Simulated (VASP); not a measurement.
# SnSe (Pnma) in VASP: further runs

Aim: see how the results for SnSe move with the level of theory and the settings. Levels: PBE, LDA. Tasks: relaxation of cell and atoms, relaxation of shape and atoms at fixed volume.

Everything below comes from runs of VASP 6.6.1. Logs are shortened: lines on timing, memory, paths and dates and some standing lists are left out, and cuts for length are marked.

## 1. The cell of the first run

The structure is orthorhombic, space group Pnma (No. 62). The conventional cell has a = 11.766 Å, b = 4.206 Å, c = 4.566 Å, α = 90.00°, β = 90.00°, γ = 90.00°. Within 3.7 Å of Sn (site symmetry m) lie 6 Se at 2.79 to 3.53 Å and 2 Sn at 3.69 Å. Se (site symmetry m) has 6 Sn at 2.79 to 3.53 Å within 3.7 Å.

## 2. Relaxation of cell and atoms, PBE

Input file INCAR:

```
  PREC = Accurate
  ENCUT = 600
  EDIFF = 1E-7
  ISMEAR = 0
  SIGMA = 0.03
  LREAL = F
  LASPH = T
  NELM = 80
  ALGO = Normal
  ISIF = 3
  LWAVE = F
  LCHARG = F
  GGA = PE
  IBRION = 2
  NSW = 90
  EDIFFG = -0.005
  KPAR = 2
```

Input file KPOINTS:

```
regular mesh
0
Gamma
  4 8 8
```

Input file POSCAR:

```
SnSe                                    
1.0
   11.7655890547      0.0000000000      0.0000000000
    0.0000000000      4.2064314231      0.0000000000
    0.0000000000      0.0000000000      4.5657178180
  Sn              Se            
     4     4
Direct
     0.1208015304597336    0.2500000000000000    0.1157947034063564
     0.3791984695402664    0.7500000000000000    0.6157947034063564
     0.6208015304597340    0.2500000000000000    0.3842052965936436
     0.8791984695402660    0.7500000000000000    0.8842052965936436
     0.3549336758376267    0.2500000000000000    0.0239117069490542
     0.1450663241623733    0.7500000000000000    0.5239117069490539
     0.8549336758376266    0.2500000000000000    0.4760882930509457
     0.6450663241623734    0.7500000000000000    0.9760882930509461
```

Potentials or basis: VASP PAW PBE potentials, release 64 (Sn_d, Se).

On the command line:

```sh
$ cat potpaw_PBE.64/Sn_d/POTCAR potpaw_PBE.64/Se/POTCAR > POTCAR
$ mpirun -np 2 vasp_std > vasp.out
```

OUTCAR:

```text
PREC = Accurate
   ENCUT = 600
   EDIFF = 1E-7
   ISMEAR = 0
   LREAL = F
   LASPH = T
   NELM = 80
   ISIF = 3
   GGA = PE
   IBRION = 2
   NSW = 90
   EDIFFG = -0.005

 ion  position               nearest neighbor table
   1  0.121  0.250  0.116-   5 2.79   6 2.82   6 2.82   4 3.69   4 3.69
   2  0.379  0.750  0.616-   6 2.79   5 2.82   5 2.82   3 3.69   3 3.69
   3  0.621  0.250  0.384-   7 2.79   8 2.82   8 2.82   2 3.69   2 3.69
   4  0.879  0.750  0.884-   8 2.79   7 2.82   7 2.82   1 3.69   1 3.69
   5  0.355  0.250  0.024-   1 2.79   2 2.82   2 2.82
   6  0.145  0.750  0.524-   2 2.79   1 2.82   1 2.82
   7  0.855  0.250  0.476-   3 2.79   4 2.82   4 2.82
   8  0.645  0.750  0.976-   4 2.79   3 2.82   3 2.82

  LATTYP: Found a simple orthorhombic cell.
 ALAT       =     4.2064314231
 B/A-ratio  =     1.0854135867
 C/A-ratio  =     2.7970476328

  Lattice vectors:

 A1 = (   0.0000000000,   4.2064314231,   0.0000000000)
 A2 = (   0.0000000000,   0.0000000000,   4.5657178180)
 A3 = (  11.7655890547,   0.0000000000,   0.0000000000)

Analysis of symmetry for initial positions (statically):
=====================================================================
 Subroutine PRICEL returns:
 Original cell was already a primitive cell.

 Routine SETGRP: Setting up the symmetry group for a
 simple orthorhombic supercell.

 Subroutine GETGRP returns: Found  8 space group operations
 (whereof  2 operations were pure point group operations)
 out of a pool of  8 trial point group operations.

The static configuration has the point symmetry S_2 .
 The point group associated with its full space group is D_2h.

Analysis of symmetry for dynamics (positions and initial velocities):
=====================================================================
 Subroutine PRICEL returns:
 Original cell was already a primitive cell.

 Routine SETGRP: Setting up the symmetry group for a
 simple orthorhombic supercell.

 Subroutine GETGRP returns: Found  8 space group operations
 (whereof  2 operations were pure point group operations)
 out of a pool of  8 trial point group operations.

The dynamic configuration has the point symmetry S_2 .
 The point group associated with its full space group is D_2h.

 Subroutine INISYM returns: Found  8 space group operations
 (whereof  2 operations are pure point group operations),
 and found     1 'primitive' translations

----------------------------------------------------------------------------------------

                                     Primitive cell

  volume of cell :     225.9626

  direct lattice vectors                    reciprocal lattice vectors
    11.765589055  0.000000000  0.000000000     0.084993620  0.000000000  0.000000000
     0.000000000  4.206431423  0.000000000     0.000000000  0.237731202  0.000000000
     0.000000000  0.000000000  4.565717818     0.000000000  0.000000000  0.219023610

  length of vectors
    11.765589055  4.206431423  4.565717818     0.084993620  0.237731202  0.219023610

  position of ions in fractional coordinates (direct lattice)
     0.120801530  0.250000000  0.115794703
     0.379198470  0.750000000  0.615794703
     0.620801530  0.250000000  0.384205297
     0.879198470  0.750000000  0.884205297
     0.354933676  0.250000000  0.023911707
     0.145066324  0.750000000  0.523911707
     0.854933676  0.250000000  0.476088293
     0.645066324  0.750000000  0.976088293

  ion indices of the primitive-cell ions
   primitive index   ion index
                 1           1
                 2           2
                 3           3
[... 93 lines left out ...]
   EFERMI_NEDOS =   21; number of points for ismear=-14 and -15
   IALGO  =     38    algorithm
   IMIX   =      4    mixing-type and parameters
     AMIX     =   0.40;   BMIX     =  1.00
     AMIX_MAG =   1.60;   BMIX_MAG =  1.00
  volume/ion in A,a.u.               =      28.25       190.61
  Fermi-wavevector in a.u.,A,eV,Ry     =   1.158135  2.188558 18.249187  1.341277
  Thomas-Fermi vector in A             =   2.294740
   LORBIT       =      0    0 simple, 1 ext, 2 COOP (PROOUT), +10 PAW based schemes
   GGA     = PE    functional components
   LHFCALC =     F    Hartree Fock is set to
   AEXX    =    0.0000 exact exchange contribution
   IVDW    =     0    specifies the selected vdW correction
   LEPSILON=     F    determine dielectric tensor
   LRPA    =     F    only Hartree local field effects (RPA)
 conjugate gradient relaxation of ions
 non-spin polarized calculation
 Gauss-broadening in eV      SIGMA  =   0.03
  energy-cutoff  :      600.00
  volume of cell :      225.96
 maximum number of plane-waves:      7578
 NGX is ok and might be reduce to    96
   NGX = 47   NGY = 17   NGZ = 19

--------------------------------------- Ionic step        1  -------------------------------------------

 number of electron      79.9999980 magnetization

 Free energy of the ion-electron system (eV)
  ---------------------------------------------------
  ext. energy  EPLUGINS =         0.00000000
  ---------------------------------------------------
  free energy    TOTEN  =       -32.88765013 eV

  energy without entropy =      -32.88765013  energy(sigma->0) =      -32.88765013

------------------------ aborting loop because EDIFF is reached ----------------------------------------

  FORCE on cell =-STRESS in cart. coord.  units (eV):
  Direction    XX          YY          ZZ          XY          YZ          ZX
  --------------------------------------------------------------------------------------
  -------------------------------------------------------------------------------------
  Total        0.0948609      0.0082315      0.0077581      0.0000000      0.0000000      0.0000000
  in kB        0.6726071      0.0583649      0.0550086      0.0000000      0.0000000      0.0000000
  external PRESSURE =       0.2619935 kB  Pullay stress =       0.0000000 kB

 VOLUME and BASIS-vectors are now :
 -----------------------------------------------------------------------------
  energy-cutoff  :      600.00
  volume of cell :      225.96
      direct lattice vectors                 reciprocal lattice vectors
    11.765589055  0.000000000  0.000000000     0.084993620  0.000000000  0.000000000
     0.000000000  4.206431423  0.000000000     0.000000000  0.237731202  0.000000000
     0.000000000  0.000000000  4.565717818     0.000000000  0.000000000  0.219023610

 POSITION                                       TOTAL-FORCE (eV/Angst)
 -----------------------------------------------------------------------------------
      1.42130      1.05161      0.52869        -0.000925      0.000000      0.001996
      4.46149      3.15482      2.81154         0.000925      0.000000      0.001996
      7.30410      1.05161      1.75417        -0.000925      0.000000     -0.001996
     10.34429      3.15482      4.03703         0.000925      0.000000     -0.001996
      4.17600      1.05161      0.10917         0.001623      0.000000     -0.002378
      1.70679      3.15482      2.39203        -0.001623      0.000000     -0.002378
     10.05880      1.05161      2.17368         0.001623     -0.000000      0.002378
      7.58959      3.15482      4.45654        -0.001623     -0.000000      0.002378
 -----------------------------------------------------------------------------------
    total drift:                                0.000000     -0.000000      0.000000

  FREE ENERGIE OF THE ION-ELECTRON SYSTEM (eV)
  ---------------------------------------------------
  free  energy   TOTEN  =       -32.8876501287 eV

  energy  without entropy=      -32.8876501287  energy(sigma->0) =      -32.88765013

--------------------------------------- Ionic step        2  -------------------------------------------

 number of electron      79.9999980 magnetization

 Free energy of the ion-electron system (eV)
  ---------------------------------------------------
  ext. energy  EPLUGINS =         0.00000000
  ---------------------------------------------------
  free energy    TOTEN  =       -32.88768111 eV

  energy without entropy =      -32.88768111  energy(sigma->0) =      -32.88768111

 E-fermi :   4.9154     XC(G=0):  -9.4271

 val. band max:        4.7893424804   @ k =   0.0000   0.0000   0.3750
 cond. band min:       5.4776793596   @ k =   0.0000   0.3750   0.0000
 fundamental gap:      0.6883368792
 Fermi energy:         4.9153819922

 k-point     1 :       0.0000    0.0000    0.0000
  band No.  band energies     occupation
      1     -16.4760      2.00000
      2     -16.4685      2.00000
      3     -16.4647      2.00000
      4     -16.4625      2.00000
      5     -16.4622      2.00000
      6     -16.4595      2.00000
[... 1213 lines left out ...]
     47       8.0630      0.00000
     48       8.0630      0.00000

 [... further k-points ...]

------------------------ aborting loop because EDIFF is reached ----------------------------------------

  FORCE on cell =-STRESS in cart. coord.  units (eV):
  Direction    XX          YY          ZZ          XY          YZ          ZX
  --------------------------------------------------------------------------------------
  -------------------------------------------------------------------------------------
  Total        0.0078790     -0.0082038     -0.0074171      0.0000000     -0.0000000      0.0000000
  in kB        0.0558284     -0.0581298     -0.0525556      0.0000000     -0.0000000      0.0000000
  external PRESSURE =      -0.0182857 kB  Pullay stress =       0.0000000 kB

 VOLUME and BASIS-vectors are now :
 -----------------------------------------------------------------------------
  energy-cutoff  :      600.00
  volume of cell :      226.11
      direct lattice vectors                 reciprocal lattice vectors
    11.772319477  0.000000000  0.000000000     0.084945027  0.000000000  0.000000000
     0.000000000  4.206640224  0.000000000     0.000000000  0.237719402  0.000000000
     0.000000000  0.000000000  4.565931421     0.000000000 -0.000000000  0.219013364

 POSITION                                       TOTAL-FORCE (eV/Angst)
 -----------------------------------------------------------------------------------
      1.42207      1.05166      0.52881         0.004218     -0.000000      0.002184
      4.46409      3.15498      2.81177        -0.004218     -0.000000      0.002184
      7.30823      1.05166      1.75416         0.004218     -0.000000     -0.002184
     10.35025      3.15498      4.03712        -0.004218     -0.000000     -0.002184
      4.17847      1.05166      0.10906        -0.003448     -0.000000     -0.001805
      1.70769      3.15498      2.39203         0.003448      0.000000     -0.001805
     10.06463      1.05166      2.17390        -0.003448     -0.000000      0.001805
      7.59385      3.15498      4.45687         0.003448      0.000000      0.001805
 -----------------------------------------------------------------------------------
    total drift:                                0.000000     -0.000000     -0.000000

  FREE ENERGIE OF THE ION-ELECTRON SYSTEM (eV)
  ---------------------------------------------------
  free  energy   TOTEN  =       -32.8876811088 eV

  energy  without entropy=      -32.8876811088  energy(sigma->0) =      -32.88768111

 reached required accuracy - stopping structural energy minimisation
```

Wall time 8.9 min (2 MPI ranks of AMD EPYC 9R45 (Zen 5), shared host); peak memory 0.87 GiB.

What came out:

```yaml
Free_energy: -32.8877 eV
Relaxed_volume: 28.26 Å³/atom
Relaxed_cell: a = 11.772 Å, b = 4.207 Å, c = 4.566 Å, α = 90.00°, β = 90.00°, γ = 90.00°
Space_group_after_relaxing_to_0.1_Å: Pnma (No. 62)
Energy_gained_by_relaxing: 0.0 meV/atom
Ionic_steps: 2
Pressure_after_relaxing: 0.0 GPa
Largest_force_after_relaxing: 0.005 eV/Å
Band_gap_on_the_k_mesh: 0.69 eV (least direct gap 0.95 eV)
```

Forces on the atoms (eV/Å):
```
Sn   0.004  0.000  0.002
Sn  -0.004  0.000  0.002
Sn   0.004  0.000 -0.002
Sn  -0.004  0.000 -0.002
Se  -0.003  0.000 -0.002
Se   0.003  0.000 -0.002
Se  -0.003  0.000  0.002
Se   0.003  0.000  0.002
```

Final structure:
```xyz
8
Lattice="11.7723 0.0000 0.0000 0.0000 4.2066 0.0000 0.0000 0.0000 4.5659" Properties=species:S:1:pos:R:3 pbc="T T T"
Sn    1.4221    1.0517    0.5288
Sn    4.4641    3.1550    2.8118
Sn    7.3082    1.0517    1.7542
Sn   10.3503    3.1550    4.0371
Se    4.1785    1.0517    0.1091
Se    1.7077    3.1550    2.3920
Se   10.0646    1.0517    2.1739
Se    7.5938    3.1550    4.4569
```

Caveat: spin-orbit coupling is left out, which moves the levels of the heavy elements.

## 3. Relaxation of cell and atoms, LDA

This run uses another cell than the first one, of 26.68 Å³/atom.

Input file INCAR:

```
ALGO = Normal
EDIFF = 1E-6
EDIFFG = -0.01
ENCUT = 600
GGA = CA
IBRION = 2
ISIF = 3
ISMEAR = 0
KPAR = 2
LASPH = T
LCHARG = F
LREAL = F
LWAVE = F
NELM = 80
NSW = 90
PREC = Accurate
SIGMA = 0.03
```

Input file KPOINTS:

```
k-points
0
Gamma
  4 8 8
```

Input file POSCAR:

```
SnSe
1.0
   11.4200000000      0.0000000000      0.0000000000
    0.0000000000      4.1900000000      0.0000000000
    0.0000000000      0.0000000000      4.4600000000
Sn Se
4 4
Direct
    0.1230000000      0.2500000000      0.0910000000
    0.3770000000      0.7500000000      0.5910000000
    0.6230000000      0.2500000000      0.4090000000
    0.8770000000      0.7500000000      0.9090000000
    0.3570000000      0.2500000000      0.0160000000
    0.1430000000      0.7500000000      0.5160000000
    0.8570000000      0.2500000000      0.4840000000
    0.6430000000      0.7500000000      0.9840000000
```

Potentials or basis: VASP PAW LDA potentials, release 64 (Sn_d, Se).

On the command line:

```sh
$ cat potpaw_LDA.64/Sn_d/POTCAR potpaw_LDA.64/Se/POTCAR > POTCAR
$ mpirun -np 2 vasp_std > vasp.out
```

Wall time 27 min (2 MPI ranks of Intel Xeon 6975P-C (Granite Rapids), shared host); peak memory 0.79 GiB.

The run converged. Its results:

| Property | Result |
| --- | --- |
| Free energy | -38.0214 eV |
| Relaxed volume | 25.13 Å³/atom |
| Relaxed cell | a = 11.317 Å, b = 4.128 Å, c = 4.304 Å, α = 90.00°, β = 90.00°, γ = 90.00° |
| Space group after relaxing (to 0.1 Å) | Pnma (No. 62) |
| Energy gained by relaxing | 14.7 meV/atom |
| Ionic steps | 15 |
| Pressure after relaxing | 0.0 GPa |
| Largest force after relaxing | 0.009 eV/Å |
| Band gap on the k mesh | 0.39 eV (least direct gap 0.71 eV) |

Forces in eV/Å, atoms in the order of the input:
```
Sn  -0.007  0.000  0.003
Sn   0.007  0.000  0.003
Sn  -0.007  0.000 -0.003
Sn   0.007  0.000 -0.003
Se  -0.006  0.000  0.006
Se   0.006  0.000  0.006
Se  -0.006  0.000 -0.006
Se   0.006  0.000 -0.006
```

Stress tensor (GPa, compression positive):
```
 0.03  0.00  0.00
 0.00 -0.06  0.00
 0.00  0.00  0.04
```

The path:
| step | energy change (eV) | largest force (eV/Å) | pressure (GPa) | volume (Å³) |
| --- | --- | --- | --- | --- |
| 1 | 0.0000 | 0.1967 | -1.92 | 213.41 |
| 2 | -0.0819 | 0.2722 | 0.49 | 203.65 |
| 3 | -0.0830 | 0.2553 | 0.21 | 204.64 |
| 4 | -0.0962 | 0.1469 | -0.13 | 204.61 |
| 5 | -0.0992 | 0.1023 | -0.36 | 204.58 |
| 6 | -0.1097 | 0.0729 | -0.23 | 203.12 |
| 7 | -0.1159 | 0.0333 | 0.13 | 200.19 |
| 8 | -0.1164 | 0.0361 | 0.06 | 200.82 |
| 9 | -0.1164 | 0.0354 | 0.07 | 200.75 |
| 10 | -0.1168 | 0.0298 | -0.02 | 201.05 |
| 11 | -0.1169 | 0.0238 | -0.15 | 201.49 |
| 12 | -0.1170 | 0.0255 | -0.11 | 201.33 |
| 13 | -0.1173 | 0.0185 | -0.07 | 201.23 |
| 14 | -0.1176 | 0.0129 | 0.03 | 201.00 |
| 15 | -0.1177 | 0.0089 | 0.00 | 201.05 |

Final structure:
```
Sn Se
1.0
    11.31750    0.00000    0.00000
     0.00000    4.12780    0.00000
     0.00000    0.00000    4.30372
Sn Se
4 4
Direct
  0.11771 0.25000 0.08862
  0.38229 0.75000 0.58862
  0.61771 0.25000 0.41138
  0.88229 0.75000 0.91138
  0.35810 0.25000 0.02124
  0.14190 0.75000 0.52124
  0.85810 0.25000 0.47876
  0.64190 0.75000 0.97876
```

Levels at points of the mesh, in eV from the valence-band top:
```
           k point  band 37  band 38  band 39  band 40  band 41  band 42  band 43  band 44
(0.00, 0.00, 0.00)    -1.75    -1.39    -0.81    -0.67     0.39     2.94     3.03     3.05
(0.50, 0.00, 0.00)    -2.08    -2.08    -0.67    -0.67     2.51     2.51     2.69     2.69
(0.00, 0.50, 0.00)    -1.08    -1.08    -0.65    -0.65     0.79     0.79     1.37     1.37
(0.50, 0.50, 0.00)    -0.97    -0.97    -0.97    -0.97     1.36     1.36     1.36     1.36
(0.00, 0.00, 0.50)    -0.87    -0.87    -0.33    -0.33     1.12     1.12     1.24     1.24
(0.50, 0.00, 0.50)    -0.51    -0.51    -0.25    -0.25     1.01     1.01     1.31     1.31
(0.00, 0.50, 0.50)    -2.51    -2.51    -1.67    -1.67     2.56     2.56     2.99     2.99
(0.50, 0.50, 0.50)    -1.71    -1.71    -1.71    -1.71     2.30     2.30     2.30     2.30
```

Caveat: spin-orbit coupling is left out, which moves the levels of the heavy elements. LDA usually gives volumes a few per cent too small.

[end of part 1 of 2]
